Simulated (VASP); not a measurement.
# CuI (Cmcm) in VASP: a series of runs

CuI is run at these levels: PBE; tasks: electric field gradients.

Everything below comes from runs of VASP 6.6.1. Logs are shortened: lines on timing, memory, paths and dates and some standing lists are left out, and cuts for length are marked.

**1. The cell of the first run**

It takes space group Cmcm (No. 63, orthorhombic). Conventional cell: a = 7.365 Å, b = 7.322 Å, c = 4.249 Å, α = 90.00°, β = 90.00°, γ = 90.00°. Within 3.2 Å of Cu (site symmetry m2m) lie 2 Cu at 2.42 Å and 3 I at 2.54 to 2.56 Å. Within 3.4 Å of I (site symmetry m2m) lie 3 Cu at 2.54 to 2.56 Å.

**2. Electric field gradients, PBE (volume scaled by 0.96)**

INCAR reads:

```
PREC     = Accurate       # precision mode
ENCUT    = 520            # plane-wave cutoff, eV
EDIFF    = 1E-8           # SCF threshold, eV
ISMEAR   = -1             # smearing method
SIGMA    = 0.02           # smearing width, eV
LREAL    = False          # projectors in reciprocal space
LASPH    = True           # aspherical terms in the spheres
NELM     = 80             # most SCF steps
ALGO     = Normal         # electronic algorithm
ISIF     = 2              # what is computed and relaxed
LWAVE    = False          # write WAVECAR
LCHARG   = False          # write CHGCAR
GGA      = PE             # functional
LEFG     = True         
NBANDS   = 26             # bands
```

KPOINTS reads:

```
Automatic mesh
0
Gamma
  5 5 6
```

POSCAR reads:

```
CuI
1.0
    3.6827131944     -3.6609304058      0.0000000000
    3.6827131944      3.6609304058      0.0000000000
    0.0000000000      0.0000000000      4.2487878631
Cu I
2 2
Direct
    0.4204388300      0.5795611700      0.7500000000
    0.5795611700      0.4204388300      0.2500000000
    0.7700426800      0.2299573200      0.7500000000
    0.2299573200      0.7700426800      0.2500000000
```

Potentials or basis: VASP PAW PBE potentials, release 64 (Cu, I).

Run with:

```bash
$ cat potpaw_PBE.64/Cu/POTCAR potpaw_PBE.64/I/POTCAR > POTCAR
$ mpirun -np 1 vasp_std > vasp.out
```

OUTCAR:

```text
PREC = Accurate
   ENCUT = 520
   EDIFF = 1E-8
   ISMEAR = -1
   LREAL = False
   LASPH = True
   NELM = 80
   ISIF = 2
   GGA = PE

 ion  position               nearest neighbor table
   1  0.420  0.580  0.750-   2 2.42   2 2.42   4 2.54   4 2.54   3 2.56
   2  0.580  0.420  0.250-   1 2.42   1 2.42   3 2.54   3 2.54   4 2.56
   3  0.770  0.230  0.750-   2 2.54   2 2.54   1 2.56
   4  0.230  0.770  0.250-   1 2.54   1 2.54   2 2.56

  LATTYP: Found a base centered orthorhombic cell.
 ALAT       =     7.3218608116
 B/A-ratio  =     1.0059500690
 C/A-ratio  =     0.5802879859

  Lattice vectors:

 A1 = (  -3.6827131944,  -3.6609304058,   0.0000000000)
 A2 = (   3.6827131944,  -3.6609304058,   0.0000000000)
 A3 = (   0.0000000000,   0.0000000000,   4.2487878631)

Analysis of symmetry for initial positions (statically):
=====================================================================
 Subroutine PRICEL returns:
 Original cell was already a primitive cell.

 Routine SETGRP: Setting up the symmetry group for a
 base centered orthorhombic supercell.

 Subroutine GETGRP returns: Found  8 space group operations
 (whereof  4 operations were pure point group operations)
 out of a pool of  8 trial point group operations.

The static configuration has the point symmetry C_2h.
 The point group associated with its full space group is D_2h.

Analysis of symmetry for dynamics (positions and initial velocities):
=====================================================================
 Subroutine PRICEL returns:
 Original cell was already a primitive cell.

 Routine SETGRP: Setting up the symmetry group for a
 base centered orthorhombic supercell.

 Subroutine GETGRP returns: Found  8 space group operations
 (whereof  4 operations were pure point group operations)
 out of a pool of  8 trial point group operations.

The dynamic configuration has the point symmetry C_2h.
 The point group associated with its full space group is D_2h.

 Subroutine INISYM returns: Found  8 space group operations
 (whereof  4 operations are pure point group operations),
 and found     1 'primitive' translations

----------------------------------------------------------------------------------------

                                     Primitive cell

  volume of cell :     114.5656

  direct lattice vectors                    reciprocal lattice vectors
     3.682713194 -3.660930406  0.000000000     0.135769465 -0.136577303  0.000000000
     3.682713194  3.660930406  0.000000000     0.135769465  0.136577303  0.000000000
     0.000000000  0.000000000  4.248787863     0.000000000  0.000000000  0.235361245

  length of vectors
     5.192763032  5.192763032  4.248787863     0.192579093  0.192579093  0.235361245

  position of ions in fractional coordinates (direct lattice)
     0.420438830  0.579561170  0.750000000
     0.579561170  0.420438830  0.250000000
     0.770042680  0.229957320  0.750000000
     0.229957320  0.770042680  0.250000000

  ion indices of the primitive-cell ions
   primitive index   ion index
                 1           1
                 2           2
                 3           3
                 4           4

----------------------------------------------------------------------------------------

 KPOINTS: Automatic mesh

Automatic generation of k-mesh.
 Grid dimensions read from file:
 generate k-points for:    5    5    6

 Generating k-lattice:

  Cartesian coordinates                     Fractional coordinates (reciprocal lattice)
     0.027153893 -0.027315461  0.000000000     0.200000000  0.000000000  0.000000000
     0.027153893  0.027315461  0.000000000     0.000000000  0.200000000  0.000000000
[... 42 lines left out ...]
   total plane-waves  NPLWV =  51200
   dimension x,y,z NGX =    40 NGY =   40 NGZ =   32
   dimension x,y,z NGXF=    80 NGYF=   80 NGZF=   64
   ions per type =               2   2
   NGX,Y,Z   is equivalent  to a cutoff of  12.81, 12.81, 12.52 a.u.
   NGXF,Y,Z  is equivalent  to a cutoff of  25.61, 25.61, 25.04 a.u.
 SYSTEM =  unknown system
   PREC   = accura    normal or accurate (medium, high low for compatibility)
   ISTART =      0    job   : 0-new  1-cont  2-samecut
   ICHARG =      2    charge: 1-file 2-atom 10-const
   ISPIN  =      1    spin polarized calculation?
   LNONCOLLINEAR =      F non collinear calculations
   LSORBIT =      F    spin-orbit coupling
   LASPH  =      T    aspherical Exc in radial PAW
   ENCUT  =  520.0 eV  38.22 Ry    6.18 a.u.   9.66  9.66  7.90*2*pi/ulx,y,z
   NELM   =     80;   NELMIN=  2; NELMDL= -5     # of ELM steps
   EDIFF  = 0.1E-07   stopping-criterion for ELM
   LREAL  =      F    real-space projection
   EDIFFG = 0.1E-06   stopping-criterion for IOM
   NSW    =      0    number of steps for IOM
   IBRION =     -1    ionic relax: 0-MD 1-quasi-New 2-CG
   NFREE  =      0    steps in history (QN), initial steepest desc. (CG)
   ISIF   =      2    stress and relaxation
   ISYM   =      2    0-nonsym 1-usesym 2-fastsym
   POTIM  = 0.5000    time-step for ionic-motion
   TEBEG  =    0.0;   TEEND  =   0.0 temperature during run
   PSTRESS=    0.0 pullay stress
   NELECT =      36.0000    total number of electrons
   NUPDOWN=      -1.0000    fix difference up-down
   EMIN   =  10.00;   EMAX   =-10.00  energy-range for DOS
   EFERMI =   0.00;   METHOD = LEGACY
   ISMEAR =    -1;   SIGMA  =   0.02  broadening in eV -4-tet -1-fermi 0-gaus
   EFERMI_NEDOS =   21; number of points for ismear=-14 and -15
   IALGO  =     38    algorithm
   IMIX   =      4    mixing-type and parameters
     AMIX     =   0.40;   BMIX     =  1.00
     AMIX_MAG =   1.60;   BMIX_MAG =  1.00
  volume/ion in A,a.u.               =      28.64       193.28
  Fermi-wavevector in a.u.,A,eV,Ry     =   1.112989  2.103244 16.854141  1.238744
  Thomas-Fermi vector in A             =   2.249569
   LORBIT       =      0    0 simple, 1 ext, 2 COOP (PROOUT), +10 PAW based schemes
   GGA     = PE    functional components
   LHFCALC =     F    Hartree Fock is set to
   AEXX    =    0.0000 exact exchange contribution
   IVDW    =     0    specifies the selected vdW correction
   LEPSILON=     F    determine dielectric tensor
   LRPA    =     F    only Hartree local field effects (RPA)
 non-spin polarized calculation
  energy-cutoff  :      520.00
  volume of cell :      114.57
 maximum number of plane-waves:      3112
   NGX = 19   NGY = 19   NGZ = 15

 number of electron      36.0000017 magnetization

 Free energy of the ion-electron system (eV)
  ---------------------------------------------------
  ext. energy  EPLUGINS =         0.00000000
  ---------------------------------------------------
  free energy    TOTEN  =       -10.85505132 eV

  energy without entropy =      -10.85505132  energy(sigma->0) =      -10.85505132

 E-fermi :   4.7467     XC(G=0):  -8.7749

 val. band max:        4.3054254090   @ k =   0.0000   0.0000   0.0000
 cond. band min:       5.3858260168   @ k =   0.0000   0.0000   0.0000
 fundamental gap:      1.0804006077
 Fermi energy:         4.7467339830

 k-point     1 :       0.0000    0.0000    0.0000
  band No.  band energies     occupation
      1      -9.7855      2.00000
      2      -8.9586      2.00000
      3      -1.4854      2.00000
      4      -0.1493      2.00000
      5       0.0750      2.00000
      6       0.1243      2.00000
[... 685 lines left out ...]
     25      11.8478      0.00000
     26      12.4054      0.00000

 [... further k-points ...]

------------------------ aborting loop because EDIFF is reached ----------------------------------------

  FORCE on cell =-STRESS in cart. coord.  units (eV):
  Direction    XX          YY          ZZ          XY          YZ          ZX
  --------------------------------------------------------------------------------------
  -------------------------------------------------------------------------------------
  Total        0.8806643      2.9473139      3.2282296      0.0000000     -0.0000000      0.0000000
  in kB       12.3159120     41.2175863     45.1461353      0.0000000     -0.0000000      0.0000000
  external PRESSURE =      32.8932112 kB  Pullay stress =       0.0000000 kB

 VOLUME and BASIS-vectors are now :
 -----------------------------------------------------------------------------
  energy-cutoff  :      520.00
  volume of cell :      114.57
      direct lattice vectors                 reciprocal lattice vectors
     3.682713194 -3.660930406  0.000000000     0.135769465 -0.136577303  0.000000000
     3.682713194  3.660930406  0.000000000     0.135769465  0.136577303  0.000000000
     0.000000000  0.000000000  4.248787863     0.000000000  0.000000000  0.235361245

 POSITION                                       TOTAL-FORCE (eV/Angst)
 -----------------------------------------------------------------------------------
      3.68271      0.58254      3.18659         0.000000      0.211829      0.000000
      3.68271     -0.58254      1.06220         0.000000     -0.211829      0.000000
      3.68271     -1.97721      3.18659         0.000000     -0.511778     -0.000000
      3.68271      1.97721      1.06220         0.000000      0.511778     -0.000000
 -----------------------------------------------------------------------------------
    total drift:                               -0.000000     -0.000000      0.000000

  FREE ENERGIE OF THE ION-ELECTRON SYSTEM (eV)
  ---------------------------------------------------
  free  energy   TOTEN  =       -10.8550513232 eV

  energy  without entropy=      -10.8550513232  energy(sigma->0) =      -10.85505132

 Electric field gradients (V/A^2)
---------------------------------------------------------------------
 ion       V_xx      V_yy      V_zz      V_xy      V_xz      V_yz
---------------------------------------------------------------------
   1      61.298   -16.726   -44.572     0.000    -0.000     0.000
   2      61.298   -16.726   -44.572     0.000    -0.000     0.000
   3    -388.842   290.096    98.745    -0.000     0.000    -0.000
   4    -388.842   290.096    98.745     0.000    -0.000    -0.000
---------------------------------------------------------------------

 Electric field gradients after diagonalization (V/A^2)
 (convention: |V_zz| > |V_xx| > |V_yy|)
----------------------------------------------------------------------
 ion       V_xx      V_yy      V_zz     asymmetry (V_yy - V_xx)/ V_zz
----------------------------------------------------------------------
   1     -44.572   -16.726    61.298       0.454
   2     -44.572   -16.726    61.298       0.454
   3     290.096    98.745  -388.842       0.492
   4     290.096    98.745  -388.842       0.492
----------------------------------------------------------------------

           NMR quadrupolar parameters

 Cq : quadrupolar parameter    Cq=e*Q*V_zz/h
 eta: asymmetry parameters     (V_yy - V_xx)/ V_zz
 Q  : nuclear electric quadrupole moment in mb (millibarn)
----------------------------------------------------------------------
 ion       Cq(MHz)       eta       Q (mb)
----------------------------------------------------------------------
   1       0.148       0.454       1.000
   2       0.148       0.454       1.000
   3      -0.940       0.492       1.000
   4      -0.940       0.492       1.000
----------------------------------------------------------------------
```

Run time: 2.9 min. Hardware: 1 thread of Oxide Virtual Turin-like, shared host; peak memory 0.23 GiB.

Results:

| Property | Result |
| --- | --- |
| Free energy | -10.8551 eV |
| Pressure | 3.3 GPa |
| Largest force | 0.512 eV/Å |
| Band gap on the k mesh | 1.08 eV, direct |

Forces in eV/Å, atoms in the order of the input:
```
Cu   0.000  0.212  0.000
Cu   0.000 -0.212  0.000
I    0.000 -0.512  0.000
I    0.000  0.512  0.000
```

Levels at points of the mesh, in eV from the valence-band top:
```tsv
k point	band 14	band 15	band 16	band 17	band 18	band 19	band 20	band 21	band 22	band 23
(0.00, 0.00, 0.00)	-1.99	-1.96	-1.61	-0.99	0.00	1.08	1.56	2.42	4.57	5.08
(0.00, 0.00, 0.50)	-2.10	-1.96	-1.96	-1.71	-1.71	3.70	3.70	3.80	3.80	5.87
```

Electric field gradients, principal values (V/Å²):
```tsv
atom	least	middle	greatest (by size)
1 Cu	-16.726	-44.572	61.298
2 Cu	-16.726	-44.572	61.298
3 I	98.745	290.096	-388.842
4 I	98.745	290.096	-388.842
```

Caveat: without QUAD_EFG the Cq values of the log hold for a quadrupole moment of 1 mb, not for the nuclei; spin-orbit coupling is left out, which moves the levels of the heavy elements. A k mesh can miss the band edges.

**3. Electric field gradients, PBE (volume scaled by 0.99)**

INCAR reads:

```
  ALGO = Normal
  EDIFF = 1E-8
  ENCUT = 520
  GGA = PE
  ISIF = 2
  ISMEAR = -1
  LASPH = True
  LCHARG = False
  LEFG = True
  LREAL = False
  LWAVE = False
  NBANDS = 26
  NELM = 60
  PREC = Accurate
  SIGMA = 0.02
```

KPOINTS reads:

```
k-points
0
Gamma
  5 5 6
```

POSCAR reads:

```
CuI
1.0
    3.7206819864     -3.6986746172      0.0000000000
    3.7206819864      3.6986746172      0.0000000000
    0.0000000000      0.0000000000      4.2925928879
Cu I
2 2
Direct
    0.4204388300      0.5795611700      0.7500000000
    0.5795611700      0.4204388300      0.2500000000
    0.7700426800      0.2299573200      0.7500000000
    0.2299573200      0.7700426800      0.2500000000
```

Potentials or basis: VASP PAW PBE potentials, release 64 (Cu, I).

Run with:

```bash
$ cat potpaw_PBE.64/Cu/POTCAR potpaw_PBE.64/I/POTCAR > POTCAR
$ mpirun -np 1 vasp_std > vasp.out
```

OUTCAR:

```text
EDIFF = 1E-8
   ENCUT = 520
   GGA = PE
   ISIF = 2
   ISMEAR = -1
   LASPH = True
   LREAL = False
   NELM = 60
   PREC = Accurate

 ion  position               nearest neighbor table
   1  0.420  0.580  0.750-   2 2.45   2 2.45   4 2.57   4 2.57   3 2.59
   2  0.580  0.420  0.250-   1 2.45   1 2.45   3 2.57   3 2.57   4 2.59
   3  0.770  0.230  0.750-   2 2.57   2 2.57   1 2.59
   4  0.230  0.770  0.250-   1 2.57   1 2.57   2 2.59

  LATTYP: Found a base centered orthorhombic cell.
 ALAT       =     7.3973492344
 B/A-ratio  =     1.0059500690
 C/A-ratio  =     0.5802879859

  Lattice vectors:

 A1 = (  -3.7206819864,  -3.6986746172,   0.0000000000)
 A2 = (   3.7206819864,  -3.6986746172,   0.0000000000)
 A3 = (   0.0000000000,   0.0000000000,   4.2925928879)

Analysis of symmetry for initial positions (statically):
[... 904 lines left out ...]
      3.72068      0.58854      3.21944         0.000000      0.140434     -0.000000
      3.72068     -0.58854      1.07315         0.000000     -0.140434      0.000000
      3.72068     -1.99760      3.21944         0.000000     -0.230478     -0.000000
      3.72068      1.99760      1.07315         0.000000      0.230478     -0.000000
 -----------------------------------------------------------------------------------
    total drift:                                0.000000     -0.000000      0.000000

  FREE ENERGIE OF THE ION-ELECTRON SYSTEM (eV)
  ---------------------------------------------------
  free  energy   TOTEN  =       -10.9122392264 eV

  energy  without entropy=      -10.9122392264  energy(sigma->0) =      -10.91223923

 Electric field gradients (V/A^2)
---------------------------------------------------------------------
 ion       V_xx      V_yy      V_zz      V_xy      V_xz      V_yz
---------------------------------------------------------------------
   1      55.858   -14.946   -40.912     0.000     0.000     0.000
   2      55.858   -14.946   -40.912     0.000    -0.000     0.000
   3    -400.142   297.249   102.893    -0.000     0.000    -0.000
   4    -400.142   297.249   102.893     0.000    -0.000     0.000
---------------------------------------------------------------------

 Electric field gradients after diagonalization (V/A^2)
 (convention: |V_zz| > |V_xx| > |V_yy|)
----------------------------------------------------------------------
 ion       V_xx      V_yy      V_zz     asymmetry (V_yy - V_xx)/ V_zz
----------------------------------------------------------------------
   1     -40.912   -14.946    55.858       0.465
   2     -40.912   -14.946    55.858       0.465
   3     297.249   102.893  -400.142       0.486
   4     297.249   102.893  -400.142       0.486
----------------------------------------------------------------------

           NMR quadrupolar parameters

 Cq : quadrupolar parameter    Cq=e*Q*V_zz/h
 eta: asymmetry parameters     (V_yy - V_xx)/ V_zz
 Q  : nuclear electric quadrupole moment in mb (millibarn)
----------------------------------------------------------------------
 ion       Cq(MHz)       eta       Q (mb)
----------------------------------------------------------------------
   1       0.135       0.465       1.000
   2       0.135       0.465       1.000
   3      -0.968       0.486       1.000
   4      -0.968       0.486       1.000
----------------------------------------------------------------------
```

stdout:

```text
POSCAR found type information on POSCAR CuI
 POSCAR found :  2 types and       4 ions
 scaLAPACK will be used
 LDA part: xc-table for (Slater+PW92), standard interpolation
 POSCAR, INCAR and KPOINTS ok, starting setup
 FFT: planning ... GRIDC
 FFT: planning ... GRID_SOFT
 FFT: planning ... GRID
 WAVECAR not read
 entering main loop
ion   1

ion   2

ion   3

ion   4
```

Run time: 2.7 min. Hardware: 1 thread of Oxide Virtual Turin-like, shared host; peak memory 0.24 GiB.

What came out:

| Property | Result |
| --- | --- |
| Free energy | -10.9122 eV |
| Pressure | 1.8 GPa |
| Largest force | 0.230 eV/Å |
| Band gap on the k mesh | 1.05 eV, direct |

Forces in eV/Å, atoms in the order of the input:
```
Cu   0.000  0.140  0.000
Cu   0.000 -0.140  0.000
I    0.000 -0.230  0.000
I    0.000  0.230  0.000
```

Stress tensor (GPa, compression positive):
```
0.96 0.00 0.00
0.00 2.20 0.00
0.00 0.00 2.32
```

Electric field gradients, principal values (V/Å²):
```
atom    least   middle  greatest (by size)
1 Cu  -14.946  -40.912              55.858
2 Cu  -14.946  -40.912              55.858
 3 I  102.893  297.249            -400.142
 4 I  102.893  297.249            -400.142
```

Caveat: without QUAD_EFG the Cq values of the log hold for a quadrupole moment of 1 mb, not for the nuclei; spin-orbit coupling is left out, which moves the levels of the heavy elements. A k mesh can miss the band edges.

[end of part 1 of 2]
